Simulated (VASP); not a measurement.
**SiO2: single point with PBE+D3(BJ)**

System: SiO2, a sheet with vacuum.

```
Si O
1.0
     3.79258    0.00000    0.00000
     0.00000    3.79258    0.00000
     0.00000    0.00000   18.00000
Si O
2 4
Direct
  0.00000 0.00000 0.41415
  0.50000 0.50000 0.58585
  0.00000 0.50000 0.41542
  0.50000 0.00000 0.41542
  0.50000 0.00000 0.58458
  0.00000 0.50000 0.58458
```

```
Program             : VASP 6.6.1
Task                : single point
Functional          : PBE
Dispersion          : D3(BJ)
Potentials or basis : VASP PAW PBE potentials, release 64 (Si, O)
Cutoff              : 520 eV
k mesh              : 4 × 4 × 1
Occupations         : gaussian, width 0.1 eV
Spin                : no spin polarisation
```

* Largest force: 0.412 eV/Å
* Band gap on the k mesh: zero (bands 16 and 17 overlap by 1.05 eV)
* Dispersion energy per atom: -0.087 eV

Forces on the atoms (eV/Å):
```
Si   0.000  0.000  0.412
Si   0.000  0.000 -0.412
O    0.000  0.000 -0.214
O    0.000  0.000 -0.214
O    0.000  0.000  0.214
O    0.000  0.000  0.214
```

Levels at points of the mesh, in eV from the Fermi level:
| k point | band 14 | band 15 | band 16 | band 17 | band 18 | band 19 |
| --- | --- | --- | --- | --- | --- | --- |
| (0.00, 0.00, 0.00) | -0.83 | -0.77 | -0.77 | -0.76 | -0.76 | 4.14 |
| (0.50, 0.00, 0.00) | -1.72 | -1.57 | -1.57 | 2.29 | 2.29 | 3.42 |
| (0.50, 0.50, 0.00) | -1.58 | 0.30 | 0.30 | 1.57 | 1.57 | 4.25 |

Run time: 49 s on 1 thread of Intel(R) Xeon(R) Platinum 8488C (Sapphire Rapids) (shared host), peak memory 0.33 GiB.

Caveat: the k points lie up to 0.41 Å⁻¹ apart, too coarse for converged energies and pressures of a metal.
